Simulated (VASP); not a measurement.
# La (Im-3m) in VASP: notebook, part 2 of 2

VASP 6.6.1. The steps go on from the part before.

## 3. Single point, LDA

Contents of INCAR:

```
PREC     = Accurate       # precision mode
ENCUT    = 520            # plane-wave cutoff, eV
EDIFF    = 1E-7           # SCF threshold, eV
ISMEAR   = 0              # smearing method
SIGMA    = 0.05           # smearing width, eV
LREAL    = F              # projectors in reciprocal space
LASPH    = T              # aspherical terms in the spheres
NELM     = 60             # most SCF steps
ALGO     = Normal         # electronic algorithm
ISIF     = 2              # what is computed and relaxed
LWAVE    = F              # write WAVECAR
LCHARG   = F              # write CHGCAR
GGA      = CA             # functional
NBANDS   = 12             # bands
```

Contents of KPOINTS:

```
regular mesh
0
Gamma
  9 9 9
```

Contents of POSCAR:

```
La
1.0
   -2.1238310700      2.1238310700      2.1238310700
    2.1238310700     -2.1238310700      2.1238310700
    2.1238310700      2.1238310700     -2.1238310700
La
1
Direct
    0.0000000000      0.0000000000      0.0000000000
```

Potentials or basis: VASP PAW LDA potentials, release 64 (La).

The run is started by

```
> cat potpaw_LDA.64/La/POTCAR > POTCAR
> mpirun -np 1 vasp_std > vasp.out
```

OUTCAR:

```text
PREC = Accurate
   ENCUT = 520
   EDIFF = 1E-7
   ISMEAR = 0
   LREAL = F
   LASPH = T
   NELM = 60
   ISIF = 2
   GGA = CA

 ion  position               nearest neighbor table
   1  0.000  0.000  0.000-

  LATTYP: Found a body centered cubic cell.
 ALAT       =     4.2476621400

  Lattice vectors:

 A1 = (  -2.1238310700,   2.1238310700,   2.1238310700)
 A2 = (   2.1238310700,  -2.1238310700,   2.1238310700)
 A3 = (   2.1238310700,   2.1238310700,  -2.1238310700)

Analysis of symmetry for initial positions (statically):
=====================================================================
 Subroutine PRICEL returns:
 Original cell was already a primitive cell.

 Routine SETGRP: Setting up the symmetry group for a
 body centered cubic supercell.

 Subroutine GETGRP returns: Found 48 space group operations
 (whereof 48 operations were pure point group operations)
 out of a pool of 48 trial point group operations.

The static configuration has the point symmetry O_h .

Analysis of symmetry for dynamics (positions and initial velocities):
=====================================================================
 Subroutine PRICEL returns:
 Original cell was already a primitive cell.

 Routine SETGRP: Setting up the symmetry group for a
 body centered cubic supercell.

 Subroutine GETGRP returns: Found 48 space group operations
 (whereof 48 operations were pure point group operations)
 out of a pool of 48 trial point group operations.

The dynamic configuration has the point symmetry O_h .

 Subroutine INISYM returns: Found 48 space group operations
 (whereof 48 operations are pure point group operations),
 and found     1 'primitive' translations

----------------------------------------------------------------------------------------

                                     Primitive cell

  volume of cell :      38.3195

[... 106 lines left out ...]
     AMIX_MAG =   1.60;   BMIX_MAG =  1.00
  volume/ion in A,a.u.               =      38.32       258.59
  Fermi-wavevector in a.u.,A,eV,Ry     =   1.079939  2.040788 15.868033  1.166268
  Thomas-Fermi vector in A             =   2.215917
   LORBIT       =      0    0 simple, 1 ext, 2 COOP (PROOUT), +10 PAW based schemes
   GGA     = CA    functional components
   LHFCALC =     F    Hartree Fock is set to
   AEXX    =    0.0000 exact exchange contribution
   IVDW    =     0    specifies the selected vdW correction
   LEPSILON=     F    determine dielectric tensor
   LRPA    =     F    only Hartree local field effects (RPA)
 non-spin polarized calculation
 Gauss-broadening in eV      SIGMA  =   0.05
  energy-cutoff  :      520.00
  volume of cell :       38.32
 maximum number of plane-waves:      1055
   NGX = 13   NGY = 13   NGZ = 13

 number of electron      10.9999999 magnetization

 Free energy of the ion-electron system (eV)
  ---------------------------------------------------
  ext. energy  EPLUGINS =         0.00000000
  ---------------------------------------------------
  free energy    TOTEN  =        -5.36738361 eV

  energy without entropy =       -5.36107863  energy(sigma->0) =       -5.36423112

 E-fermi :   7.3442     XC(G=0):  -9.6393

 val. band max:        7.3190340190   @ k =  -0.2222   0.3333   0.1111
 cond. band min:       7.3672173479   @ k =   0.3333   0.2222  -0.0000
 fundamental gap:      0.0481833289
 Fermi energy:         7.3442014592

 k-point     1 :       0.0000    0.0000    0.0000
  band No.  band energies     occupation
      1     -25.4566      2.00000
      2      -8.4896      2.00000
      3      -8.4896      2.00000
      4      -8.4896      2.00000
      5       4.1433      2.00000
      6       8.6545      0.00000
      7       8.6545      0.00000
      8       8.6545      0.00000
      9       8.7849      0.00000
     10       8.7849      0.00000
     11       8.7850      0.00000
     12       9.3146      0.00000
[... 331 lines left out ...]
 k-point    24 :      -0.4444   -0.4444    0.1111
  band No.  band energies     occupation
      1     -25.2371      2.00000
      2      -9.6385      2.00000
      3      -9.0960      2.00000
      4      -8.6968      2.00000
      5       6.2991      2.00000
      6       7.5665      0.00000
      7       7.9097      0.00000
      8       8.5393      0.00000
      9       8.9174      0.00000
     10       9.1004      0.00000
     11       9.2482      0.00000
     12       9.2905      0.00000

 [... further k-points ...]
[... 5 lines left out ...]
  --------------------------------------------------------------------------------------
  -------------------------------------------------------------------------------------
  Total       -0.9499199     -0.9499199     -0.9499199      0.0000000      0.0000000     -0.0000000
  in kB      -39.7171140    -39.7171140    -39.7171140      0.0000000      0.0000000     -0.0000000
  external PRESSURE =     -39.7171140 kB  Pullay stress =       0.0000000 kB

 VOLUME and BASIS-vectors are now :
 -----------------------------------------------------------------------------
  energy-cutoff  :      520.00
  volume of cell :       38.32
      direct lattice vectors                 reciprocal lattice vectors
    -2.123831070  2.123831070  2.123831070     0.000000000  0.235423621  0.235423621
     2.123831070 -2.123831070  2.123831070     0.235423621  0.000000000  0.235423621
     2.123831070  2.123831070 -2.123831070     0.235423621  0.235423621  0.000000000

 POSITION                                       TOTAL-FORCE (eV/Angst)
 -----------------------------------------------------------------------------------
      0.00000      0.00000      0.00000         0.000000      0.000000     -0.000000
 -----------------------------------------------------------------------------------
    total drift:                                0.000000      0.000000      0.000000

  FREE ENERGIE OF THE ION-ELECTRON SYSTEM (eV)
  ---------------------------------------------------
  free  energy   TOTEN  =        -5.3673836134 eV

  energy  without entropy=       -5.3610786275  energy(sigma->0) =       -5.36423112
```

OSZICAR:

```text
N       E                     dE             d eps       ncg     rms          rms(c)
DAV:   1     0.981680481158E+02    0.98168E+02   -0.37522E+03   840   0.116E+03
DAV:   2     0.161557281265E+01   -0.96552E+02   -0.92815E+02  1064   0.176E+02
DAV:   3    -0.503580789086E+01   -0.66514E+01   -0.63959E+01  1120   0.763E+01
DAV:   4    -0.537961039451E+01   -0.34380E+00   -0.33897E+00  1608   0.125E+01
DAV:   5    -0.538991534804E+01   -0.10305E-01   -0.10293E-01  1388   0.212E+00    0.199E+00
DAV:   6    -0.537649515107E+01    0.13420E-01   -0.74288E-03  1548   0.509E-01    0.117E+00
DAV:   7    -0.536741482005E+01    0.90803E-02   -0.25380E-03  1408   0.332E-01    0.585E-02
DAV:   8    -0.536735640063E+01    0.58419E-04   -0.27149E-04  1556   0.911E-02    0.246E-02
DAV:   9    -0.536738215319E+01   -0.25753E-04   -0.21119E-05  1584   0.263E-02    0.104E-02
DAV:  10    -0.536738364841E+01   -0.14952E-05   -0.34016E-06  1560   0.148E-02    0.253E-03
DAV:  11    -0.536738361338E+01    0.35025E-07   -0.70699E-08  1120   0.161E-03
   1 F= -.53673836E+01 E0= -.53642311E+01  d E =-.630499E-02
```

stdout:

```text
POSCAR found type information on POSCAR La
 POSCAR found :  1 types and       1 ions
 scaLAPACK will be used
 LDA part: xc-table for (Slater(with rela. corr.)+CA(PZ))
 , standard interpolation
 POSCAR, INCAR and KPOINTS ok, starting setup
 FFT: planning ... GRIDC
 FFT: planning ... GRID_SOFT
 FFT: planning ... GRID
 WAVECAR not read
 entering main loop
```

It took 9.4 s on 1 thread of Intel Xeon Platinum 8488C (Sapphire Rapids), shared host; peak memory 0.16 GiB.

What came out:

* Free energy: -5.3674 eV
* Pressure: -4.0 GPa

Caveat: spin-orbit coupling is left out, which moves the levels of the heavy elements.

## 4. Single point, LDA

Contents of INCAR:

```
SYSTEM = La
PREC = Accurate ; ENCUT = 520
EDIFF = 1E-7 ; ISMEAR = 0
SIGMA = 0.025 ; LREAL = .FALSE.
LASPH = .TRUE. ; NELM = 60
ALGO = Normal ; ISIF = 2
LWAVE = .FALSE. ; LCHARG = .FALSE.
NBANDS = 12
```

Contents of KPOINTS:

```
Automatic mesh
0
G
  9 9 9
  0 0 0
```

POSCAR is that of step 3.

The run is started by

```
> cat potpaw_LDA.64/La/POTCAR > POTCAR
> mpirun -np 1 vasp_std > vasp.out
```

Run time: 10 s. Hardware: 1 thread of Intel Xeon Platinum 8488C (Sapphire Rapids), shared host; peak memory 0.16 GiB.

It converged, with:

```yaml
Free_energy: -5.3648 eV
Pressure: -4.0 GPa
```

Levels at points of the mesh, in eV from the Fermi level:
```
           k point  band 3  band 4  band 5  band 6  band 7  band 8
(0.00, 0.00, 0.00)  -15.82  -15.82   -3.19    1.32    1.32    1.32
```

Caveat: spin-orbit coupling is left out, which moves the levels of the heavy elements.

## 5. Overview

| smearing | gap on the mesh (eV) | pressure (GPa) |
| --- | --- | --- |
| gaussian 0.1 eV | none | -3.9 |
| gaussian 0.05 eV | none | -4.0 |
| gaussian 0.025 eV | none | -4.0 |

Alike in all rows: task single point; level LDA; potentials or basis VASP PAW LDA potentials, release 64 (La); no spin polarisation; cell as given; k mesh 9 × 9 × 9; cutoff (eV) 520.

Every run on the cell as given and a fine mesh finds a metal.

Caveats: spin-orbit coupling is left out, which moves the levels of the heavy elements.

Absolute energies hang on the potentials; compare differences alone.
